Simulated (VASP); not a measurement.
# Rb (P6/mmm) in VASP: further runs

Rb is run at these levels: PBEsol; tasks: relaxation of cell and atoms.

All numbers are computed with VASP 6.6.1; they aren't measurements. Logs are shortened: lines on timing, memory, paths and dates and some standing lists are left out, and cuts for length are marked.

**1. The cell of the first run**

Symmetry: P6/mmm, No. 191, hexagonal system. The conventional cell has a = 6.967 Å, b = 6.967 Å, c = 4.320 Å, α = 90.00°, β = 90.00°, γ = 120.00°. Within 5.7 Å of Rb (site symmetry 6/mmm) lie 14 Rb at 4.32 to 4.57 Å. Rb (site symmetry -6m2) has 11 Rb at 4.02 to 4.57 Å within 5.3 Å.

This isn't the form of Rb at room conditions, which is bcc.

**2. Relaxation of cell and atoms, PBEsol, target pressure 2 GPa, at which the enthalpy is minimised**

Contents of INCAR:

```
SYSTEM = Rb
PREC = Accurate
ENCUT = 600
EDIFF = 1E-6
ISMEAR = -1
SIGMA = 0.05
LREAL = .FALSE.
LASPH = .TRUE.
NELM = 100
ALGO = Normal
ISIF = 3
LWAVE = .FALSE.
LCHARG = .FALSE.
GGA = PS
IBRION = 2
NSW = 60
EDIFFG = -0.005
PSTRESS = 20.0
```

Contents of KPOINTS:

```
regular mesh
0
G
  5 5 7
  0 0 0
```

Contents of POSCAR:

```
Rb
1.0
    6.9674513632      0.0000000000      0.0000000000
   -3.4837256816      6.0339898802      0.0000000000
    0.0000000000      0.0000000000      4.3198198452
Rb
3
Direct
    0.0000000000      0.0000000000      0.0000000000
    0.3333333333      0.6666666667      0.5000000000
    0.6666666667      0.3333333333      0.5000000000
```

Potentials or basis: VASP PAW PBE potentials, release 64 (Rb_sv).

Started as:

```sh
cat potpaw_PBE.64/Rb_sv/POTCAR > POTCAR
mpirun -np 1 vasp_std > vasp.out
```

OUTCAR:

```text
SYSTEM = Rb
   PREC = Accurate
   ENCUT = 600
   EDIFF = 1E-6
   ISMEAR = -1
   LREAL = .FALSE.
   LASPH = .TRUE.
   NELM = 100
   ISIF = 3
   GGA = PS
   IBRION = 2
   NSW = 60
   EDIFFG = -0.005
   PSTRESS = 20.0

 ion  position               nearest neighbor table
   1  0.000  0.000  0.000-   2 4.57   3 4.57   2 4.57   3 4.57   3 4.57   3 4.57   2 4.57   2 4.57
                             3 4.57   3 4.57   2 4.57   2 4.57
   2  0.333  0.667  0.500-   3 4.02   3 4.02   3 4.02   1 4.57   1 4.57   1 4.57   1 4.57   1 4.57
                             1 4.57
   3  0.667  0.333  0.500-   2 4.02   2 4.02   2 4.02   1 4.57   1 4.57   1 4.57   1 4.57   1 4.57
                             1 4.57

  LATTYP: Found a hexagonal cell.
 ALAT       =     6.9674513632
 C/A-ratio  =     0.6200000000

  Lattice vectors:

 A1 = (   6.9674513632,   0.0000000000,   0.0000000000)
 A2 = (  -3.4837256816,   6.0339898802,   0.0000000000)
 A3 = (   0.0000000000,   0.0000000000,   4.3198198452)

Analysis of symmetry for initial positions (statically):
=====================================================================
 Subroutine PRICEL returns:
 Original cell was already a primitive cell.

 Routine SETGRP: Setting up the symmetry group for a
 hexagonal supercell.

 Subroutine GETGRP returns: Found 24 space group operations
 (whereof 24 operations were pure point group operations)
 out of a pool of 24 trial point group operations.

The static configuration has the point symmetry D_6h.

Analysis of symmetry for dynamics (positions and initial velocities):
=====================================================================
 Subroutine PRICEL returns:
 Original cell was already a primitive cell.

 Routine SETGRP: Setting up the symmetry group for a
 hexagonal supercell.

 Subroutine GETGRP returns: Found 24 space group operations
 (whereof 24 operations were pure point group operations)
 out of a pool of 24 trial point group operations.

The dynamic configuration has the point symmetry D_6h.

 Subroutine INISYM returns: Found 24 space group operations
 (whereof 24 operations are pure point group operations),
 and found     1 'primitive' translations

----------------------------------------------------------------------------------------

                                     Primitive cell

  volume of cell :     181.6118

  direct lattice vectors                    reciprocal lattice vectors
     6.967451363  0.000000000  0.000000000     0.143524504  0.082863911  0.000000000
    -3.483725682  6.033989880  0.000000000     0.000000000  0.165727822  0.000000000
     0.000000000  0.000000000  4.319819845     0.000000000  0.000000000  0.231491135

  length of vectors
     6.967451363  6.967451363  4.319819845     0.165727822  0.165727822  0.231491135

  position of ions in fractional coordinates (direct lattice)
     0.000000000  0.000000000  0.000000000
     0.333333333  0.666666667  0.500000000
     0.666666667  0.333333333  0.500000000

  ion indices of the primitive-cell ions
   primitive index   ion index
                 1           1
                 2           2
                 3           3

----------------------------------------------------------------------------------------

 KPOINTS: regular mesh

Automatic generation of k-mesh.
 Grid dimensions read from file:
 generate k-points for:    5    5    7

 Generating k-lattice:

  Cartesian coordinates                     Fractional coordinates (reciprocal lattice)
     0.028704901  0.016572782  0.000000000     0.200000000  0.000000000  0.000000000
     0.000000000  0.033145564  0.000000000     0.000000000  0.200000000  0.000000000
     0.000000000  0.000000000  0.033070162     0.000000000  0.000000000  0.142857143

  Length of vectors
     0.033145564  0.033145564  0.033070162

  Shift w.r.t. Gamma in fractional coordinates (k-lattice)
     0.000000000  0.000000000  0.000000000

 Subroutine IBZKPT returns following result:
 ===========================================

 Found     20 irreducible k-points:

 Following reciprocal coordinates:
            Coordinates               Weight
  0.000000  0.000000  0.000000      1.000000
  0.200000  0.000000  0.000000      6.000000
  0.400000  0.000000  0.000000      6.000000
  0.200000  0.200000  0.000000      6.000000
  0.400000  0.200000  0.000000      6.000000
  0.000000  0.000000  0.142857      2.000000
[... 12 lines left out ...]
  0.200000  0.200000  0.428571     12.000000
  0.400000  0.200000  0.428571     12.000000
   k-points           NKPTS =     20   k-points in BZ     NKDIM =     20   number of bands    NBANDS=     17
   number of dos      NEDOS =    301   number of ions     NIONS =      3
   total plane-waves  NPLWV = 112896
   dimension x,y,z NGX =    56 NGY =   56 NGZ =   36
   dimension x,y,z NGXF=   112 NGYF=  112 NGZF=   72
   ions per type =               3
   NGX,Y,Z   is equivalent  to a cutoff of  13.36, 13.36, 13.85 a.u.
   NGXF,Y,Z  is equivalent  to a cutoff of  26.72, 26.72, 27.71 a.u.
 SYSTEM =  Rb
   PREC   = accura    normal or accurate (medium, high low for compatibility)
   ISTART =      0    job   : 0-new  1-cont  2-samecut
   ICHARG =      2    charge: 1-file 2-atom 10-const
   ISPIN  =      1    spin polarized calculation?
   LNONCOLLINEAR =      F non collinear calculations
   LSORBIT =      F    spin-orbit coupling
   LASPH  =      T    aspherical Exc in radial PAW
   ENCUT  =  600.0 eV  44.10 Ry    6.64 a.u.  13.92 13.92  8.63*2*pi/ulx,y,z
   NELM   =    100;   NELMIN=  2; NELMDL= -5     # of ELM steps
   EDIFF  = 0.1E-05   stopping-criterion for ELM
   LREAL  =      F    real-space projection
   EDIFFG = -.5E-02   stopping-criterion for IOM
   NSW    =     60    number of steps for IOM
   IBRION =      2    ionic relax: 0-MD 1-quasi-New 2-CG
   NFREE  =      1    steps in history (QN), initial steepest desc. (CG)
   ISIF   =      3    stress and relaxation
   ISYM   =      2    0-nonsym 1-usesym 2-fastsym
   POTIM  = 0.5000    time-step for ionic-motion
   TEBEG  =    0.0;   TEEND  =   0.0 temperature during run
   PSTRESS=   20.0 pullay stress
   NELECT =      27.0000    total number of electrons
   NUPDOWN=      -1.0000    fix difference up-down
   EMIN   =  10.00;   EMAX   =-10.00  energy-range for DOS
   EFERMI =   0.00;   METHOD = LEGACY
   ISMEAR =    -1;   SIGMA  =   0.05  broadening in eV -4-tet -1-fermi 0-gaus
   EFERMI_NEDOS =   21; number of points for ismear=-14 and -15
   IALGO  =     38    algorithm
   IMIX   =      4    mixing-type and parameters
     AMIX     =   0.40;   BMIX     =  1.00
     AMIX_MAG =   1.60;   BMIX_MAG =  1.00
  volume/ion in A,a.u.               =      60.54       408.53
  Fermi-wavevector in a.u.,A,eV,Ry     =   0.867257  1.638879 10.233424  0.752135
  Thomas-Fermi vector in A             =   1.985765
   LORBIT       =      0    0 simple, 1 ext, 2 COOP (PROOUT), +10 PAW based schemes
   GGA     = PS    functional components
   LHFCALC =     F    Hartree Fock is set to
   AEXX    =    0.0000 exact exchange contribution
   IVDW    =     0    specifies the selected vdW correction
   LEPSILON=     F    determine dielectric tensor
   LRPA    =     F    only Hartree local field effects (RPA)
 conjugate gradient relaxation of ions
 non-spin polarized calculation
  energy-cutoff  :      600.00
  volume of cell :      181.61
 maximum number of plane-waves:      6082
 NGX is ok and might be reduce to    56
   NGX = 27   NGY = 27   NGZ = 17

--------------------------------------- Ionic step        1  -------------------------------------------

 number of electron      27.0000000 magnetization

 Free energy of the ion-electron system (eV)
  ---------------------------------------------------
  ext. energy  EPLUGINS =         0.00000000
  ---------------------------------------------------
  free energy    TOTEN  =        -2.68510661 eV

  energy without entropy =       -2.66590138  energy(sigma->0) =       -2.67550399

------------------------ aborting loop because EDIFF is reached ----------------------------------------

  FORCE on cell =-STRESS in cart. coord.  units (eV):
  Direction    XX          YY          ZZ          XY          YZ          ZX
  --------------------------------------------------------------------------------------
  -------------------------------------------------------------------------------------
  Total        2.4428566      2.4428566      1.9657945      0.0000000     -0.0000000      0.0000000
  in kB       21.5508501     21.5508501     17.3422143      0.0000000     -0.0000000      0.0000000
  external PRESSURE =       0.1479715 kB  Pullay stress =      20.0000000 kB

 VOLUME and BASIS-vectors are now :
 -----------------------------------------------------------------------------
  energy-cutoff  :      600.00
  volume of cell :      181.61
      direct lattice vectors                 reciprocal lattice vectors
     6.967451363  0.000000000  0.000000000     0.143524504  0.082863911  0.000000000
    -3.483725682  6.033989880  0.000000000     0.000000000  0.165727822  0.000000000
     0.000000000  0.000000000  4.319819845     0.000000000  0.000000000  0.231491135

 POSITION                                       TOTAL-FORCE (eV/Angst)
 -----------------------------------------------------------------------------------
      0.00000      0.00000      0.00000         0.000000      0.000000      0.000000
     -0.00000      4.02266      2.15991        -0.000000     -0.000000     -0.000000
      3.48373      2.01133      2.15991         0.000000      0.000000      0.000000
 -----------------------------------------------------------------------------------
    total drift:                                0.000000     -0.000000      0.000000

  FREE ENERGIE OF THE ION-ELECTRON SYSTEM (eV)
  ---------------------------------------------------
  free  energy   TOTEN  =        -2.6851066082 eV
[... 67 lines left out ...]
 POSITION                                       TOTAL-FORCE (eV/Angst)
 -----------------------------------------------------------------------------------
      0.00000     -0.00000      0.00000         0.000000     -0.000000     -0.000000
     -0.00000      4.06815      2.11805        -0.000000      0.000000     -0.000000
      3.52312      2.03407      2.11805         0.000000     -0.000000      0.000000
 -----------------------------------------------------------------------------------
    total drift:                                0.000000     -0.000000      0.000000

  FREE ENERGIE OF THE ION-ELECTRON SYSTEM (eV)
  ---------------------------------------------------
  free  energy   TOTEN  =        -2.6974552876 eV

  energy  without entropy=       -2.6779991551  energy(sigma->0) =       -2.68772722

  enthalpy is  TOTEN    =        -0.4237638627 eV   P V=        2.2736914249

--------------------------------------- Ionic step        4  -------------------------------------------

 number of electron      27.0000000 magnetization

 Free energy of the ion-electron system (eV)
  ---------------------------------------------------
  ext. energy  EPLUGINS =         0.00000000
  ---------------------------------------------------
  free energy    TOTEN  =        -2.69873606 eV

  energy without entropy =       -2.67910532  energy(sigma->0) =       -2.68892069

 E-fermi :   1.0226     XC(G=0):  -6.6404

 val. band max:        1.0109613944   @ k =   0.2000   0.2000   0.1429
 cond. band min:       1.0461113400   @ k =   0.2000   0.2000   0.1429
 fundamental gap:      0.0351499455
 Fermi energy:         1.0226469571

 k-point     1 :       0.0000    0.0000    0.0000
  band No.  band energies     occupation
      1     -27.7644      2.00000
      2     -27.7307      2.00000
      3     -27.5993      2.00000
      4     -12.0145      2.00000
      5     -12.0145      2.00000
      6     -11.8464      2.00000
[... 9 lines left out ...]
     16       2.2863      0.00000
     17       2.2975      0.00000

 k-point     2 :       0.2000    0.0000    0.0000
  band No.  band energies     occupation
      1     -27.7615      2.00000
      2     -27.7335      2.00000
      3     -27.5995      2.00000
      4     -12.0389      2.00000
      5     -12.0129      2.00000
      6     -11.8136      2.00000
[... 9 lines left out ...]
     16       2.2255      0.00000
     17       2.5384      0.00000
[... 371 lines left out ...]
 VOLUME and BASIS-vectors are now :
 -----------------------------------------------------------------------------
  energy-cutoff  :      600.00
  volume of cell :      182.23
      direct lattice vectors                 reciprocal lattice vectors
     7.061828117  0.000000000  0.000000000     0.141606392  0.081756488  0.000000000
    -3.530914058  6.115722546 -0.000000000     0.000000000  0.163512977  0.000000000
     0.000000000 -0.000000000  4.219541569     0.000000000  0.000000000  0.236992570

 POSITION                                       TOTAL-FORCE (eV/Angst)
 -----------------------------------------------------------------------------------
      0.00000     -0.00000      0.00000        -0.000000     -0.000000      0.000000
     -0.00000      4.07715      2.10977         0.000000     -0.000000     -0.000000
      3.53091      2.03857      2.10977        -0.000000      0.000000      0.000000
 -----------------------------------------------------------------------------------
    total drift:                                0.000000     -0.000000      0.000000

  FREE ENERGIE OF THE ION-ELECTRON SYSTEM (eV)
  ---------------------------------------------------
  free  energy   TOTEN  =        -2.6987360573 eV

  energy  without entropy=       -2.6791053235  energy(sigma->0) =       -2.68892069

  enthalpy is  TOTEN    =        -0.4239026363 eV   P V=        2.2748334209

 reached required accuracy - stopping structural energy minimisation
```

Wall time 3.8 min (1 thread of Oxide Virtual Turin-like, shared host); peak memory 0.32 GiB.

Results:

| Quantity | Value |
| --- | --- |
| Free energy | -2.6987 eV |
| Relaxed volume | 60.74 Å³/atom |
| Relaxed cell | a = 7.062 Å, b = 7.062 Å, c = 4.220 Å, α = 90.00°, β = 90.00°, γ = 120.00° |
| Space group after relaxing (to 0.1 Å) | P6/mmm (No. 191) |
| Energy change on relaxing (the run minimises the enthalpy) | -4.5 meV/atom |
| Ionic steps | 4 |
| Pressure after relaxing | 2.0 GPa |
| Band gap on the k mesh | zero (an odd number of electrons rules out a gap without spin polarisation) |

The path:
```tsv
step	energy change (eV)	largest force (eV/Å)	pressure (GPa)	volume (Å³)
1	0.0000	0.0000	2.01	181.61
2	-0.0040	0.0000	2.01	181.76
3	-0.0123	0.0000	2.00	182.14
4	-0.0136	0.0000	1.99	182.23
```

Final structure:
```yaml
crystal:
  lattice:
    - [7.06183, 0.00000, 0.00000]
    - [-3.53091, 6.11572, 0.00000]
    - [0.00000, 0.00000, 4.21954]
  atoms:
    - { symbol: Rb, position: [0.00000, 0.00000, 0.00000] }
    - { symbol: Rb, position: [0.33333, 0.66667, 0.50000] }
    - { symbol: Rb, position: [0.66667, 0.33333, 0.50000] }
```

Levels at points of the mesh, in eV from the Fermi level:
| k point | band 9 | band 10 | band 11 | band 12 | band 13 | band 14 | band 15 | band 16 | band 17 |
| --- | --- | --- | --- | --- | --- | --- | --- | --- | --- |
| (0.00, 0.00, 0.00) | -12.72 | -12.67 | -12.67 | -12.62 | -2.53 | 1.08 | 1.26 | 1.26 | 1.27 |

Caveat: the cell is relaxed towards a set pressure, so the run minimises the enthalpy, not the energy; the PAW data sets were made with another functional, which shifts forces and pressure a little.

[end of part 1 of 2]

The gap in the log of VASP goes by the Fermi energy; the results here count the filled bands.